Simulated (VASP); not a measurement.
Runs of VASP 6.6.1 on P. The structure is that of space group Cmce (No. 64), or close to it. The cells are those of the table. 

```csv
cell,gap on the mesh (eV),pressure (GPa),largest force (eV/Å)
"a = 5.792, b = 5.792, c = 4.626 Å, angles 90.0, 90.0, 147.3°, 4 atoms",0.29,0.9,0.30
"a = 5.880, b = 5.880, c = 4.626 Å, angles 90.0, 90.0, 147.3°, 4 atoms",0.26,-1.2,0.26
"a = 5.969, b = 5.969, c = 4.489 Å, angles 90.0, 90.0, 147.3°, 4 atoms",0.01,(c),0.28
"a = 5.792, b = 5.792, c = 4.695 Å, angles 90.0, 90.0, 147.3°, 4 atoms",0.33,(b),0.47
"a = 5.969, b = 5.969, c = 4.421 Å, angles 90.0, 90.0, 147.3°, 4 atoms",0.09,(a),0.42
```

Alike in all rows: task single point; level PBE; potentials or basis VASP PAW PBE potentials, release 64 (P); no spin polarisation; k mesh 10 × 10 × 8; cutoff (eV) 520; smearing gaussian 0.03 eV.

**Question.** Estimate the missing entries.

**Answer.** (a) -0.4; (b) -0.1; (c) -1.3.

Caveats: semilocal functionals underestimate gaps, and a narrow one can read as zero.

A k mesh can miss the band edges.
